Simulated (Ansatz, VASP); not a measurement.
**SnSe2: VASP beside Ansatz**

```
CELL_PARAMETERS angstrom
3.83905 0.00000 0.00000
-1.91952 3.32471 0.00000
0.00000 0.00000 6.01163
ATOMIC_POSITIONS crystal
Sn 0.00000 0.00000 0.00000
Se 0.33333 0.66667 0.26515
Se 0.66667 0.33333 0.73485
```

Alike in both runs: functional PBE; dispersion D3(BJ); k mesh 12 × 12 × 6; occupations gaussian, width 0.02 eV; no spin polarisation.

Ansatz relaxed the structure, and its values are those at the end. VASP's run is a single point on that final structure, the one shown.

|  | VASP | Ansatz |
| --- | --- | --- |
| version | VASP 6.6.1 | Ansatz 0.2.0 |
| potentials or method | VASP PAW PBE potentials, release 64 (Sn_d, Se), cutoff 520 eV | scalar-relativistic, plane waves, PAW |
| valence electrons in the cell | 26 | 46 |

Ansatz gave:

```
gap on the k mesh at the Fermi level (eV) : 0.35
least direct gap on the mesh (eV)         : 0.83
pressure (GPa)                            : 0.0
rms of the force components (eV/Å)        : 0.000
```

Question: What did VASP give for the same quantities?

Answer: gap on the k mesh at the Fermi level (eV): 0.35; least direct gap on the mesh (eV): 0.82; pressure (GPa): 0.1; rms of the force components (eV/Å): 0.006.

VASP's potentials hold 26 valence electrons a cell and Ansatz's 46, so a difference there can come from the potentials and not from the codes.
